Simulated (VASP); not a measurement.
# Ti5C in VASP: relaxation of the atoms with LDA

Aim: the relaxation of the atoms of Ti5C with LDA.

Everything below comes from runs of VASP 6.6.1. Logs are shortened: lines on timing, memory, paths and dates and some standing lists are left out, and cuts for length are marked.

## 1. The cell of the first run

The cell holds a slab with vacuum, 6 atoms: a = 2.864 Å, b = 2.864 Å, c = 24.491 Å, α = 90.00°, β = 90.00°, γ = 120.00°.

## 2. Relaxation of the atoms, LDA

INCAR reads:

```
SYSTEM = Ti5C
  PREC = Accurate
  ENCUT = 520
  EDIFF = 1E-7
  ISMEAR = 0
  SIGMA = 0.1
  LREAL = .False.
  LASPH = .True.
  NELM = 120
  ALGO = Normal
  ISIF = 2
  LWAVE = .False.
  LCHARG = .False.
  LDIPOL = .True.
  IDIPOL = 3
  DIPOL = 0.5 0.5 0.387
  GGA = CA
  IBRION = 2
  NSW = 36
  EDIFFG = -0.025
  GGA_COMPAT = .False.
  NELMIN = 4
  NELMDL = -8
```

KPOINTS reads:

```
Automatic mesh
0
Gamma
  9 9 1
  0 0 0
```

POSCAR reads:

```
Ti5C
1.0
    2.8641158414      0.0000000000      0.0000000000
   -1.4320579207      2.4803970780      0.0000000000
    0.0000000000      0.0000000000     24.4912544910
Ti C
5 1
Selective dynamics
Direct
    0.6666666667      0.3333333333      0.1633236060  F F F
    0.3333333333      0.6666666667      0.2559153301  F F F
    0.6666666667      0.3333333333      0.3495150200  F F F
    0.3333333333      0.6666666667      0.4443907180  F F F
    0.6666666667      0.3333333333      0.5304446326  F F F
    1.3333333333      0.6666666667      0.5794417144  F F T
```

Potentials or basis: VASP PAW LDA potentials, release 64 (Ti_sv, C).

Run with:

```console
$ cat potpaw_LDA.64/Ti_sv/POTCAR potpaw_LDA.64/C/POTCAR > POTCAR
$ mpirun -np 1 vasp_std > vasp.out
```

OUTCAR:

```text
SYSTEM = Ti5C
   PREC = Accurate
   ENCUT = 520
   EDIFF = 1E-7
   ISMEAR = 0
   LREAL = .False.
   LASPH = .True.
   NELM = 120
   ISIF = 2
   GGA = CA
   IBRION = 2
   NSW = 36
   EDIFFG = -0.025
   NELMIN = 4
   NELMDL = -8

 ion  position               nearest neighbor table
   1  0.667  0.333  0.163-   2 2.81   2 2.81   2 2.81
   2  0.333  0.667  0.256-   1 2.81   1 2.81   1 2.81   3 2.83   3 2.83   3 2.83
   3  0.667  0.333  0.350-   2 2.83   2 2.83   2 2.83   4 2.85   4 2.85   4 2.85
   4  0.333  0.667  0.444-   5 2.68   5 2.68   5 2.68   3 2.85   3 2.85   3 2.85
   5  0.667  0.333  0.530-   6 2.04   6 2.04   6 2.04   4 2.68   4 2.68   4 2.68
   6  0.333  0.667  0.579-   5 2.04   5 2.04   5 2.04

  LATTYP: Found a hexagonal cell.
 ALAT       =     2.8641158414
 C/A-ratio  =     8.5510698056

  Lattice vectors:

 A1 = (   2.8641158414,   0.0000000000,   0.0000000000)
 A2 = (  -1.4320579207,   2.4803970780,   0.0000000000)
 A3 = (   0.0000000000,   0.0000000000,  24.4912544910)

Analysis of symmetry for initial positions (statically):
=====================================================================
 Subroutine PRICEL returns:
 Original cell was already a primitive cell.

 Routine SETGRP: Setting up the symmetry group for a
 hexagonal supercell.

 Subroutine GETGRP returns: Found  6 space group operations
 (whereof  6 operations were pure point group operations)
 out of a pool of 24 trial point group operations.

The static configuration has the point symmetry C_3v.

Analysis of symmetry for dynamics (positions and initial velocities):
=====================================================================
 Subroutine PRICEL returns:
 Original cell was already a primitive cell.

 Routine SETGRP: Setting up the symmetry group for a
 hexagonal supercell.

 Subroutine GETGRP returns: Found  6 space group operations
 (whereof  6 operations were pure point group operations)
 out of a pool of 24 trial point group operations.

The dynamic configuration has the point symmetry C_3v.

Analysis of constrained symmetry for selective dynamics:
=====================================================================
 Subroutine PRICEL returns:
 Original cell was already a primitive cell.

 Routine SETGRP: Setting up the symmetry group for a
 hexagonal supercell.
[... 117 lines left out ...]
   IALGO  =     38    algorithm
   IMIX   =      4    mixing-type and parameters
     AMIX     =   0.40;   BMIX     =  1.00
     AMIX_MAG =   1.60;   BMIX_MAG =  1.00
  volume/ion in A,a.u.               =      29.00       195.69
  Fermi-wavevector in a.u.,A,eV,Ry     =   1.172989  2.216628 18.720294  1.375903
  Thomas-Fermi vector in A             =   2.309409
   LORBIT       =      0    0 simple, 1 ext, 2 COOP (PROOUT), +10 PAW based schemes
   GGA     = CA    functional components
   LHFCALC =     F    Hartree Fock is set to
   AEXX    =    0.0000 exact exchange contribution
   IVDW    =     0    specifies the selected vdW correction
   LEPSILON=     F    determine dielectric tensor
   LRPA    =     F    only Hartree local field effects (RPA)
 conjugate gradient relaxation of ions
 non-spin polarized calculation
 Gauss-broadening in eV      SIGMA  =   0.10
  energy-cutoff  :      520.00
  volume of cell :      173.99
 maximum number of plane-waves:      4747
 NGX is ok and might be reduce to    24
   NGX = 11   NGY = 11   NGZ = 91

--------------------------------------- Ionic step        1  -------------------------------------------

 number of electron      64.0000008 magnetization

 Free energy of the ion-electron system (eV)
  ---------------------------------------------------
  ext. energy  EPLUGINS =         0.00000000
  ---------------------------------------------------
  free energy    TOTEN  =       -48.57200704 eV

  energy without entropy =      -48.51135052  energy(sigma->0) =      -48.54167878

------------------------ aborting loop because EDIFF is reached ----------------------------------------

  FORCE on cell =-STRESS in cart. coord.  units (eV):
  Direction    XX          YY          ZZ          XY          YZ          ZX
  --------------------------------------------------------------------------------------
  -------------------------------------------------------------------------------------
  Total        1.5144674      1.5144674     -2.5448317      0.0000000      0.0000000      0.0000000
  in kB       13.9459367     13.9459367    -23.4340218      0.0000000      0.0000000      0.0000000
  external PRESSURE =       1.4859506 kB  Pullay stress =       0.0000000 kB
[... 141 lines left out ...]
  FREE ENERGIE OF THE ION-ELECTRON SYSTEM (eV)
  ---------------------------------------------------
  free  energy   TOTEN  =       -48.8173458468 eV

  energy  without entropy=      -48.7657529236  energy(sigma->0) =      -48.79154939

 dipolmoment           0.000000      0.000000     -0.042149 electrons x Angstroem

--------------------------------------- Ionic step        5  -------------------------------------------

 number of electron      64.0000008 magnetization

 dipolmoment           0.000000      0.000000      0.079737 electrons x Angstroem

 Free energy of the ion-electron system (eV)
  ---------------------------------------------------
  ext. energy  EPLUGINS =         0.00000000
  ---------------------------------------------------
  free energy    TOTEN  =       -48.92136135 eV

  energy without entropy =      -48.86841806  energy(sigma->0) =      -48.89488971

 E-fermi :   1.4156     XC(G=0):  -6.7386

 val. band max:        1.4053626753   @ k =   0.4444   0.1111   0.0000
 cond. band min:       1.4176076501   @ k =   0.3333   0.2222   0.0000
 fundamental gap:      0.0122449747
 Fermi energy:         1.4155610736

 k-point     1 :       0.0000    0.0000    0.0000
  band No.  band energies     occupation
      1     -54.7401      2.00000
      2     -54.5858      2.00000
      3     -54.5117      2.00000
      4     -54.4224      2.00000
      5     -53.4066      2.00000
      6     -31.6187      2.00000
[... 481 lines left out ...]
     37       1.8315      0.00000
     38       2.9951      0.00000

------------------------ aborting loop because EDIFF is reached ----------------------------------------

 vacuum level on the upper side and lower side of the slab       (xc-potential included)         0.986        -1.003

  FORCE on cell =-STRESS in cart. coord.  units (eV):
  Direction    XX          YY          ZZ          XY          YZ          ZX
  --------------------------------------------------------------------------------------
  -------------------------------------------------------------------------------------
  Total        5.8471426      5.8471426      0.4848785      0.0000000     -0.0000000      0.0000000
  in kB       53.8432723     53.8432723      4.4649921      0.0000000     -0.0000000      0.0000000
  external PRESSURE =      37.3838456 kB  Pullay stress =       0.0000000 kB
[... 21 lines left out ...]
  FREE ENERGIE OF THE ION-ELECTRON SYSTEM (eV)
  ---------------------------------------------------
  free  energy   TOTEN  =       -48.9213613550 eV

  energy  without entropy=      -48.8684180644  energy(sigma->0) =      -48.89488971

 reached required accuracy - stopping structural energy minimisation

 vacuum level on the upper side and lower side of the slab         8.123         6.090
```

CONTCAR:

```text
Ti5C
   1.00000000000000
     2.8641158413999999    0.0000000000000000    0.0000000000000000
    -1.4320579206999999    2.4803970780000002    0.0000000000000000
     0.0000000000000000    0.0000000000000000   24.4912544909999994
  Ti              C
     5     1
Selective dynamics
Direct
     0.6666666667000030    0.3333333332999970    0.1633236059999987   F   F   F
     0.3333333332999970    0.6666666667000030    0.2559153301000023   F   F   F
     0.6666666667000030    0.3333333332999970    0.3495150199999983   F   F   F
     0.3333333332999970    0.6666666667000030    0.4443907180000011   F   F   F
     0.6666666667000030    0.3333333332999970    0.5304446326000019   F   F   F
     0.3333333332999970    0.6666666667000030    0.5678458299081504   F   F   T

  0.00000000E+00  0.00000000E+00  0.00000000E+00
  0.00000000E+00  0.00000000E+00  0.00000000E+00
  0.00000000E+00  0.00000000E+00  0.00000000E+00
  0.00000000E+00  0.00000000E+00  0.00000000E+00
  0.00000000E+00  0.00000000E+00  0.00000000E+00
  0.00000000E+00  0.00000000E+00  0.00000000E+00
```

Run time: 16 min. Hardware: 1 thread of AMD EPYC 7R13 (Zen 3), shared host; peak memory 0.26 GiB.

What came out:

- Free energy: -48.9214 eV
- Energy gained by relaxing: 58.2 meV/atom
- Ionic steps: 5
- Band gap on the k mesh: zero (bands 32 and 33 overlap by 0.81 eV)

The path:
```
step  energy change (eV)  largest force on free atoms (eV/Å)  pressure (GPa)
   1              0.0000                              2.1768            0.15
   2             -0.2057                              1.5888            1.30
   3             -0.3275                              0.6294            2.74
   4             -0.2453                              1.3652            6.08
   5             -0.3494                              0.0046            3.74
```

Final structure:
```
Ti C
1.0
     2.86412    0.00000    0.00000
    -1.43206    2.48040    0.00000
     0.00000    0.00000   24.49125
Ti C
5 1
Cartesian
  1.4321 0.8268 4.0000
  0.0000 1.6536 6.2677
  1.4321 0.8268 8.5601
  0.0000 1.6536 10.8837
  1.4321 0.8268 12.9913
  0.0000 1.6536 13.9073
```

Levels at points of the mesh, in eV from the Fermi level:
| k point | band 28 | band 29 | band 30 | band 31 | band 32 | band 33 | band 34 | band 35 | band 36 | band 37 |
| --- | --- | --- | --- | --- | --- | --- | --- | --- | --- | --- |
| (0.00, 0.00, 0.00) | -1.43 | -0.18 | 0.22 | 0.43 | 0.69 | 0.69 | 0.74 | 0.74 | 0.74 | 0.87 |
